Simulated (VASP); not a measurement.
Input of a VASP 6.6.1 run:

The input POSCAR:

```
Si16O
1.0
    0.0000000000      5.4300000000      5.4300000000
    5.4300000000      0.0000000000      5.4300000000
    5.4300000000      5.4300000000      0.0000000000
Si O
16 1
Direct
   -0.0048992634      0.0090889503      0.0007197053
    0.1333145488      0.1218125230      0.1229176796
    0.0506111418     -0.0214372928      0.4925023020
    0.1071891344      0.1544255985      0.6311790055
   -0.0052309392      0.4949780847      0.0014569061
    0.1346353591      0.6348998158      0.0958283610
    0.0099585635      0.5109049724      0.4691808471
    0.1071178637      0.6075101289      0.6318364641
    0.5096948435      0.0096902394     -0.0290462247
    0.6219614180      0.1218172192      0.1229365562
    0.4783303867     -0.0214283610      0.4925198895
    0.6336198895      0.1338815838      0.5988773481
    0.5087913444      0.4949878453      0.0014624309
    0.6215754144      0.6333717311      0.1234895948
    0.4782654696      0.5503835175      0.4930982505
    0.6535368324      0.6075097606      0.6318388582
    0.3317480663      0.8325532228      0.5039839779
```

INCAR.step1

```
ALGO = Normal ; EDIFF = 1E-4
ENCUT = 520 ; GGA = PE
ISMEAR = 0 ; ISPIN = 2
LASPH = True ; LCHARG = False
LREAL = Auto ; LWAVE = True
MAGMOM = 0 0 0 0 0 0 0 0 0 0 0 0 0 0 0 0 0 ; NBANDS = 53
NELM = 150 ; PREC = Accurate
SIGMA = 0.05
```

INCAR.step2

```
ALGO = Normal ; EDIFF = 1E-6
ENCUT = 520 ; ISIF = 2
ISMEAR = 0 ; ISPIN = 2
ISTART = 1 ; LASPH = True
LCHARG = True ; LELF = True
LMIXTAU = True ; LORBIT = 11
LREAL = Auto ; LVHAR = True
LWAVE = False ; MAGMOM = 0 0 0 0 0 0 0 0 0 0 0 0 0 0 0 0 0
METAGGA = R2SCAN ; NBANDS = 53
NELM = 150 ; PREC = Accurate
SIGMA = 0.05
```

File KPOINTS:

```
k-points
0
Gamma
  2 2 2
```

Potentials or basis: VASP PAW PBE potentials, release 64 (Si, O).

The run is started by

```sh
$ cat potpaw_PBE.64/Si/POTCAR potpaw_PBE.64/O/POTCAR > POTCAR
$ cp INCAR.step1 INCAR
$ mpirun -np 1 vasp_std > vasp.out
$ cp INCAR.step2 INCAR
$ mpirun -np 1 vasp_std > vasp.out
```

What does it give for the band gap on the k mesh?

Zero (filled and empty bands overlap).

Estimate the largest force.

0.042 eV/Å.

Estimate the pressure.

2.5 GPa.

Predict the net moment.

0.00 μB per cell.

Forces on the atoms (eV/Å):
```
Si  -0.002 -0.004  0.004
Si   0.004  0.003  0.001
Si   0.018 -0.037 -0.010
Si  -0.005  0.003 -0.002
Si  -0.006 -0.008  0.006
Si   0.001  0.002 -0.002
Si  -0.002  0.000 -0.001
Si   0.002  0.000  0.000
Si   0.011  0.007 -0.008
Si   0.004 -0.001 -0.002
Si   0.017  0.010  0.037
Si   0.011  0.020 -0.019
Si  -0.007 -0.006  0.008
Si  -0.005 -0.001  0.000
Si  -0.029  0.005 -0.006
Si   0.002  0.001  0.001
O   -0.014  0.006 -0.007
```

Caveat: the k points lie up to 0.50 Å⁻¹ apart; the PAW data sets were made with another functional, which shifts forces and pressure a little.
